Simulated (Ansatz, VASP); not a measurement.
One calculation of C, two programs

```
C
1.0
     1.74137    1.74137    0.00000
    -1.74137    1.74137    0.00000
     0.00000    1.74137    1.78634
C
2
Direct
  0.50000 0.50000 0.00000
  0.75000 0.25000 0.50000
```

Change from the starting cell: film at in-plane strain -0.02.

Alike in both runs: task single point; functional PBEsol; k mesh 12 × 12 × 12; no spin polarisation.

```csv
,VASP,Ansatz
version,VASP 6.6.1,Ansatz 0.2.0
potentials or method,"VASP PAW PBE potentials, release 64 (C), cutoff 520 eV","all-electron LAPW, scalar-relativistic"
occupations,"gaussian, width 0.01 eV",fixed
```

Ansatz gave:

- gap on the k mesh at the Fermi level (eV): 3.82
- pressure (GPa): 16.9
- traceless stress, the component that is largest in VASP (GPa): -16.87

**Question.** What did VASP give for the same quantities?

**Answer.** gap on the k mesh at the Fermi level (eV): 3.81; pressure (GPa): 18.1; traceless stress, the component that is largest in VASP (GPa): -16.83.

VASP's potentials were made for PBE, not for PBEsol. Ansatz ran all-electron here, and VASP with PAW potentials.
